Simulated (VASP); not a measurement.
# MoSe (Fm-3m) in VASP: settings compared, part 2 of 2

VASP 6.6.1. Earlier steps stand in the parts before.

## 3. Single point, PBE-based screened hybrid with 25 % exact exchange

The input, POSCAR:

```
MoSe
1.0
    0.0000000000      2.8928795100      2.8928795100
    2.8928795100      0.0000000000      2.8928795100
    2.8928795100      2.8928795100      0.0000000000
Mo Se
1 1
Direct
    0.0000000000      0.0000000000      0.0000000000
    0.5000000000      0.5000000000      0.5000000000
```

The input, INCAR.step1:

```
SYSTEM = MoSe
  PREC = Accurate
  ENCUT = 520
  EDIFF = 1E-5
  ISMEAR = -1
  SIGMA = 0.05
  LREAL = .False.
  LASPH = .True.
  NELM = 100
  ALGO = Normal
  ISIF = 2
  LWAVE = .True.
  LCHARG = .False.
  NBANDS = 17
  GGA = PE
```

The input, INCAR.step2:

```
SYSTEM = MoSe
  PREC = Accurate
  ENCUT = 520
  EDIFF = 1E-6
  ISMEAR = -1
  SIGMA = 0.05
  LREAL = .False.
  LASPH = .True.
  NELM = 100
  ALGO = Normal
  ISIF = 2
  LWAVE = .False.
  LCHARG = .False.
  GGA = PE
  LHFCALC = .True.
  AEXX = 0.25
  HFSCREEN = 0.2
  PRECFOCK = Normal
  NBANDS = 17
  ISTART = 1
```

The input, KPOINTS:

```
regular mesh
0
Gamma
  4 4 4
  0 0 0
```

Potentials or basis: VASP PAW PBE potentials, release 64 (Mo_sv, Se).

Command:

```
$ cat potpaw_PBE.64/Mo_sv/POTCAR potpaw_PBE.64/Se/POTCAR > POTCAR
$ cp INCAR.step1 INCAR
$ mpirun -np 1 vasp_std > vasp.out
$ cp INCAR.step2 INCAR
$ mpirun -np 1 vasp_std > vasp.out
```

OUTCAR:

```text
SYSTEM = MoSe
   PREC = Accurate
   ENCUT = 520
   EDIFF = 1E-6
   ISMEAR = -1
   LREAL = .False.
   LASPH = .True.
   NELM = 100
   ISIF = 2
   GGA = PE
   LHFCALC = .True.
   AEXX = 0.25
   HFSCREEN = 0.2
   PRECFOCK = Normal
   ISTART = 1

 ion  position               nearest neighbor table
   1  0.000  0.000  0.000-   2 2.89   2 2.89   2 2.89   2 2.89   2 2.89   2 2.89
   2  0.500  0.500  0.500-   1 2.89   1 2.89   1 2.89   1 2.89   1 2.89   1 2.89

  LATTYP: Found a face centered cubic cell.
 ALAT       =     5.7857590200

  Lattice vectors:

 A1 = (   0.0000000000,   2.8928795100,   2.8928795100)
 A2 = (   2.8928795100,   0.0000000000,   2.8928795100)
 A3 = (   2.8928795100,   2.8928795100,   0.0000000000)

Analysis of symmetry for initial positions (statically):
=====================================================================
 Subroutine PRICEL returns:
 Original cell was already a primitive cell.

 Routine SETGRP: Setting up the symmetry group for a
 face centered cubic supercell.

 Subroutine GETGRP returns: Found 48 space group operations
 (whereof 48 operations were pure point group operations)
 out of a pool of 48 trial point group operations.

The static configuration has the point symmetry O_h .

Analysis of symmetry for dynamics (positions and initial velocities):
=====================================================================
 Subroutine PRICEL returns:
 Original cell was already a primitive cell.

 Routine SETGRP: Setting up the symmetry group for a
 face centered cubic supercell.

 Subroutine GETGRP returns: Found 48 space group operations
 (whereof 48 operations were pure point group operations)
 out of a pool of 48 trial point group operations.

The dynamic configuration has the point symmetry O_h .

 Subroutine INISYM returns: Found 48 space group operations
 (whereof 48 operations are pure point group operations),
 and found     1 'primitive' translations

----------------------------------------------------------------------------------------

                                     Primitive cell

  volume of cell :      48.4196

  direct lattice vectors                    reciprocal lattice vectors
     0.000000000  2.892879510  2.892879510    -0.172838170  0.172838170  0.172838170
     2.892879510  0.000000000  2.892879510     0.172838170 -0.172838170  0.172838170
     2.892879510  2.892879510  0.000000000     0.172838170  0.172838170 -0.172838170

  length of vectors
     4.091149437  4.091149437  4.091149437     0.299364492  0.299364492  0.299364492

  position of ions in fractional coordinates (direct lattice)
     0.000000000  0.000000000  0.000000000
     0.500000000  0.500000000  0.500000000

  ion indices of the primitive-cell ions
   primitive index   ion index
                 1           1
                 2           2

----------------------------------------------------------------------------------------

 KPOINTS: regular mesh

Automatic generation of k-mesh.
 Grid dimensions read from file:
 generate k-points for:    4    4    4

 Generating k-lattice:

  Cartesian coordinates                     Fractional coordinates (reciprocal lattice)
    -0.043209542  0.043209542  0.043209542     0.250000000  0.000000000  0.000000000
     0.043209542 -0.043209542  0.043209542     0.000000000  0.250000000  0.000000000
     0.043209542  0.043209542 -0.043209542     0.000000000  0.000000000  0.250000000

  Length of vectors
     0.074841123  0.074841123  0.074841123

  Shift w.r.t. Gamma in fractional coordinates (k-lattice)
     0.000000000  0.000000000  0.000000000

 Subroutine IBZKPT returns following result:
 ===========================================

 Found      8 irreducible k-points:

 Following reciprocal coordinates:
            Coordinates               Weight
  0.000000  0.000000  0.000000      1.000000
  0.250000  0.000000  0.000000      8.000000
  0.500000  0.000000  0.000000      4.000000
  0.250000  0.250000  0.000000      6.000000
  0.500000  0.250000  0.000000     24.000000
 -0.250000  0.250000  0.000000     12.000000
  0.500000  0.500000  0.000000      3.000000
 -0.250000  0.500000  0.250000      6.000000
   k-points           NKPTS =      8   k-points in BZ     NKDIM =     64   number of bands    NBANDS=     17
   number of dos      NEDOS =    301   number of ions     NIONS =      2
   total plane-waves  NPLWV =  27000
   dimension x,y,z NGX =    30 NGY =   30 NGZ =   30
   dimension x,y,z NGXF=    60 NGYF=   60 NGZF=   60
   ions per type =               1   1
   NGX,Y,Z   is equivalent  to a cutoff of  12.19, 12.19, 12.19 a.u.
   NGXF,Y,Z  is equivalent  to a cutoff of  24.38, 24.38, 24.38 a.u.
 SYSTEM =  MoSe
   PREC   = accura    normal or accurate (medium, high low for compatibility)
   ISTART =      1    job   : 0-new  1-cont  2-samecut
   ICHARG =      0    charge: 1-file 2-atom 10-const
   ISPIN  =      1    spin polarized calculation?
   LNONCOLLINEAR =      F non collinear calculations
   LSORBIT =      F    spin-orbit coupling
   LASPH  =      T    aspherical Exc in radial PAW
   ENCUT  =  520.0 eV  38.22 Ry    6.18 a.u.   7.61  7.61  7.61*2*pi/ulx,y,z
   NELM   =    100;   NELMIN=  2; NELMDL=  0     # of ELM steps
   EDIFF  = 0.1E-05   stopping-criterion for ELM
   LREAL  =      F    real-space projection
   EDIFFG = 0.1E-04   stopping-criterion for IOM
   NSW    =      0    number of steps for IOM
   IBRION =     -1    ionic relax: 0-MD 1-quasi-New 2-CG
   NFREE  =      0    steps in history (QN), initial steepest desc. (CG)
   ISIF   =      2    stress and relaxation
   ISYM   =      3    0-nonsym 1-usesym 2-fastsym
   POTIM  = 0.5000    time-step for ionic-motion
   TEBEG  =    0.0;   TEEND  =   0.0 temperature during run
   PSTRESS=    0.0 pullay stress
   NELECT =      20.0000    total number of electrons
   NUPDOWN=      -1.0000    fix difference up-down
   EMIN   =  10.00;   EMAX   =-10.00  energy-range for DOS
   EFERMI =   0.00;   METHOD = LEGACY
   ISMEAR =    -1;   SIGMA  =   0.05  broadening in eV -4-tet -1-fermi 0-gaus
   EFERMI_NEDOS =   21; number of points for ismear=-14 and -15
   IALGO  =     38    algorithm
   IMIX   =      1    mixing-type and parameters
     AMIX     =   0.40;   BMIX     =  1.00
     AMIX_MAG =   1.60;   BMIX_MAG =  1.00
  volume/ion in A,a.u.               =      24.21       163.38
  Fermi-wavevector in a.u.,A,eV,Ry     =   1.219208  2.303969 20.224628  1.486468
  Thomas-Fermi vector in A             =   2.354468
   LORBIT       =      0    0 simple, 1 ext, 2 COOP (PROOUT), +10 PAW based schemes
   GGA     = PE    functional components
   LHFCALC =     T    Hartree Fock is set to
   PRECFOCK=normal    Normal, Fast or Accurate (Low or Medium for compatibility)
   ENCUT4O =  -1.0   cutoff for four orbital integrals eV
   NKREDX  =     1    reduce k-point grid by
   NKREDY  =     1    reduce k-point grid by
   NKREDZ  =     1    reduce k-point grid by
   AEXX    =    0.2500 exact exchange contribution
   HFSCREEN=    0.2000 screening length (either q_TF or 0.3 A-1)
   HFSCREENC=   0.2000 screening length for correlation (either q_TF or 0.3 A-1)
   ENCUTFOCK=  -1.0 apply spherical cutoff to Coloumb kernel
   IVDW    =     0    specifies the selected vdW correction
   LEPSILON=     F    determine dielectric tensor
   LRPA    =     F    only Hartree local field effects (RPA)
 non-spin polarized calculation
  energy-cutoff  :      520.00
  volume of cell :       48.42
 maximum number of plane-waves:      1323
  NGX = 24; NGY = 24; NGZ = 24

 number of electron      20.0000001 magnetization

 Free energy of the ion-electron system (eV)
  ---------------------------------------------------
  ext. energy  EPLUGINS =         0.00000000
  ---------------------------------------------------
  free energy    TOTEN  =       -14.62211880 eV

  energy without entropy =      -14.58857335  energy(sigma->0) =      -14.60534607

 E-fermi :   5.5088     XC(G=0):  -8.4810

 val. band max:        5.4780839550   @ k =  -0.2500   0.2500   0.0000
 cond. band min:       5.6076122182   @ k =   0.5000   0.0000   0.0000
 fundamental gap:      0.1295282632
 Fermi energy:         5.5087949107

 k-point     1 :       0.0000    0.0000    0.0000
  band No.  band energies     occupation
      1     -59.6886      2.00000
      2     -32.4202      2.00000
      3     -32.3235      2.00000
      4     -32.2663      2.00000
      5      -9.9502      2.00000
      6       3.3947      2.00000
[... 137 lines left out ...]
      4     -32.2915      2.00000
      5      -9.0622      2.00000
      6       0.7180      2.00000
[... 9 lines left out ...]
     16      13.5932      0.00000
     17      13.6524      0.00000

------------------------ aborting loop because EDIFF is reached ----------------------------------------

  FORCE on cell =-STRESS in cart. coord.  units (eV):
  Direction    XX          YY          ZZ          XY          YZ          ZX
  --------------------------------------------------------------------------------------
  -------------------------------------------------------------------------------------
  Total       -6.2143208     -6.2143208     -6.2143208     -0.0000000     -0.0000000     -0.0000000
  in kB     -205.6284584   -205.6284584   -205.6284584     -0.0000000     -0.0000000     -0.0000000
  external PRESSURE =    -205.6284584 kB  Pullay stress =       0.0000000 kB

 VOLUME and BASIS-vectors are now :
 -----------------------------------------------------------------------------
  energy-cutoff  :      520.00
  volume of cell :       48.42
      direct lattice vectors                 reciprocal lattice vectors
     0.000000000  2.892879510  2.892879510    -0.172838170  0.172838170  0.172838170
     2.892879510  0.000000000  2.892879510     0.172838170 -0.172838170  0.172838170
     2.892879510  2.892879510  0.000000000     0.172838170  0.172838170 -0.172838170

 POSITION                                       TOTAL-FORCE (eV/Angst)
 -----------------------------------------------------------------------------------
      0.00000      0.00000      0.00000         0.000000      0.000000      0.000000
      2.89288      2.89288      2.89288         0.000000      0.000000      0.000000
 -----------------------------------------------------------------------------------
    total drift:                               -0.000000     -0.000000     -0.000000

  FREE ENERGIE OF THE ION-ELECTRON SYSTEM (eV)
  ---------------------------------------------------
  free  energy   TOTEN  =       -14.6221187989 eV

  energy  without entropy=      -14.5885733473  energy(sigma->0) =      -14.60534607
```

Wall time 15 min (1 thread of Intel Xeon 6975P-C (Granite Rapids), shared host); peak memory 0.27 GiB.

What came out:

* Free energy: -14.6221 eV
* Pressure: -20.6 GPa
* Band gap on the k mesh: zero (bands 10 and 11 overlap by 1.04 eV)

Levels at points of the mesh, in eV from the Fermi level:
| k point | band 6 | band 7 | band 8 | band 9 | band 10 | band 11 | band 12 | band 13 | band 14 | band 15 |
| --- | --- | --- | --- | --- | --- | --- | --- | --- | --- | --- |
| (0.00, 0.00, 0.00) | -2.11 | -2.10 | -2.08 | -1.71 | -1.35 | -0.94 | -0.13 | -0.13 | 1.64 | 9.18 |
| (0.50, 0.00, 0.00) | -6.50 | -4.32 | -4.31 | -0.40 | 0.10 | 0.68 | 3.24 | 4.05 | 4.08 | 6.63 |
| (0.50, 0.50, 0.00) | -5.28 | -3.34 | -3.33 | -2.39 | -0.10 | 0.54 | 0.87 | 1.73 | 2.41 | 8.71 |

Caveat: the k points lie up to 0.47 Å⁻¹ apart, too coarse for converged energies and pressures of a metal; the PAW data sets were made with another functional, which shifts forces and pressure a little.

## 4. Single point, PBE-based screened hybrid with 30 % exact exchange

POSCAR is that of step 3.

The input, INCAR.step1:

```
SYSTEM = MoSe
  ALGO = Normal
  EDIFF = 1E-5
  ENCUT = 520
  GGA = PE
  ISIF = 2
  ISMEAR = -1
  LASPH = .TRUE.
  LREAL = .FALSE.
  LWAVE = .TRUE.
  NBANDS = 17
  NELM = 80
  PREC = Accurate
  SIGMA = 0.05
```

The input, INCAR.step2:

```
SYSTEM = MoSe
  AEXX = 0.3
  ALGO = Normal
  EDIFF = 1E-7
  ENCUT = 520
  GGA = PE
  HFSCREEN = 0.2
  ISIF = 2
  ISMEAR = -1
  ISTART = 1
  LASPH = .TRUE.
  LCHARG = .TRUE.
  LELF = .TRUE.
  LHFCALC = .TRUE.
  LREAL = .FALSE.
  LVHAR = .TRUE.
  LWAVE = .FALSE.
  NBANDS = 17
  NELM = 80
  PREC = Accurate
  PRECFOCK = Normal
  SIGMA = 0.05
```

The input, KPOINTS:

```
k-points
0
G
  4 4 4
  0 0 0
```

Command:

```
$ cat potpaw_PBE.64/Mo_sv/POTCAR potpaw_PBE.64/Se/POTCAR > POTCAR
$ cp INCAR.step1 INCAR
$ mpirun -np 1 vasp_std > vasp.out
$ cp INCAR.step2 INCAR
$ mpirun -np 1 vasp_std > vasp.out
```

It took 21 min on 1 thread of Intel Xeon 6975P-C (Granite Rapids), shared host; peak memory 0.27 GiB.

Results (log left out):

- Free energy: -15.2721 eV
- Pressure: -18.5 GPa
- Band gap on the k mesh: zero (bands 10 and 11 overlap by 0.45 eV)

Levels at points of the mesh, in eV from the Fermi level:
```tsv
k point	band 8	band 9	band 10	band 11	band 12	band 13
(0.00, 0.00, 0.00)	-2.11	-1.97	-1.49	-0.50	0.20	0.21
(0.50, 0.00, 0.00)	-4.33	-0.63	-0.06	1.02	3.36	4.36
(0.50, 0.50, 0.00)	-3.40	-2.50	-0.38	0.83	1.12	2.05
```

Caveat: the k points lie up to 0.47 Å⁻¹ apart; the PAW data sets were made with another functional, which shifts forces and pressure a little.

## 5. The runs side by side

```tsv
level	share of exact exchange	gap on the mesh (eV)	pressure (GPa)
PBE-based screened hybrid with 20 % exact exchange	0.2	none	-23.5
PBE-based screened hybrid with 25 % exact exchange	0.25	none	-20.6
PBE-based screened hybrid with 30 % exact exchange	0.3	none	-18.5
```

Alike in all rows: task single point; potentials or basis VASP PAW PBE potentials, release 64 (Mo_sv, Se); no spin polarisation; cell as given; k mesh 4 × 4 × 4; cutoff (eV) 520; smearing fermi-dirac 0.05 eV.

Caveats: all runs use coarse meshes; the PAW data sets were made with another functional, which shifts forces and pressure a little.

Total energies depend on the potentials used, so only differences within one code and one set of settings carry meaning.

The gap in the log of VASP goes by the Fermi energy; the results here count the filled bands.